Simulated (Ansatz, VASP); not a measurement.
**One calculation of PbSe, two programs**

File INCAR:

```
ALGO     = Normal         # electronic algorithm
EDIFF    = 1E-6           # SCF threshold, eV
ENCUT    = 500            # plane-wave cutoff, eV
GGA      = PS             # functional
GGA_COMPAT= F            
ISIF     = 2              # what is computed and relaxed
ISMEAR   = 1              # smearing method
LASPH    = T              # aspherical terms in the spheres
LCHARG   = T              # write CHGCAR
LELF     = T              # ELF
LREAL    = F              # projectors in reciprocal space
LVHAR    = T            
LWAVE    = F              # write WAVECAR
NBANDS   = 17             # bands
NELM     = 120            # most SCF steps
PREC     = Accurate       # precision mode
SIGMA    = 0.0305         # smearing width, eV
```

The input KPOINTS:

```
k-points
0
Gamma
  6 6 6
```

File POSCAR:

```
PbSe
1.0
    0.0000000000      3.0696893639      3.0696893639
    3.0696893639      0.0000000000      3.0696893639
    3.0696893639      3.0696893639      0.0000000000
Pb Se
1 1
Direct
    0.0000000000      0.0000000000      0.0000000000
    0.5000000000      0.5000000000      0.5000000000
```

Input for Ansatz:

```yaml
crystal:
  lattice:
    - [0.0, 3.0696893639, 3.0696893639]
    - [3.0696893639, 0.0, 3.0696893639]
    - [3.0696893639, 3.0696893639, 0.0]
  atoms:
    - { symbol: Pb, position: [0.0, 0.0, 0.0] }
    - { symbol: Se, position: [0.5, 0.5, 0.5] }
kpoints:
  mp_grid: { grid: [6, 6, 6] }
hamiltonian:
  xc: pbesol
scf:
  occupations: { method: cold, width: 0.5 }
  n_extra_bands: 4
output:
  forces: true
  stress: true
  eigenvalues: true
```

Alike in both runs: task single point; functional PBEsol; k mesh 6 × 6 × 6; no spin polarisation.

```csv
,VASP,Ansatz
version,VASP 6.6.1,Ansatz 0.2.0
potentials or method,"VASP PAW PBE potentials, release 64 (Pb_d, Se)",plane waves
plane-wave cutoff (eV),500,420
occupations,"methfessel-paxton of order 1, width 0.0305 eV","cold, width 0.5 eV"
valence electrons in the cell,20,30
```

```csv
,VASP,Ansatz,Ansatz less VASP
gap on the k mesh at the Fermi level (eV),0.23,0.23,-0.003
pressure (GPa),-1.0,-1.0,+0.01
```

VASP's potentials were made for PBE, not for PBEsol. VASP's potentials hold 20 valence electrons a cell and Ansatz's 30, so a difference there can come from the potentials and not from the codes.

Spin-orbit coupling is off throughout.
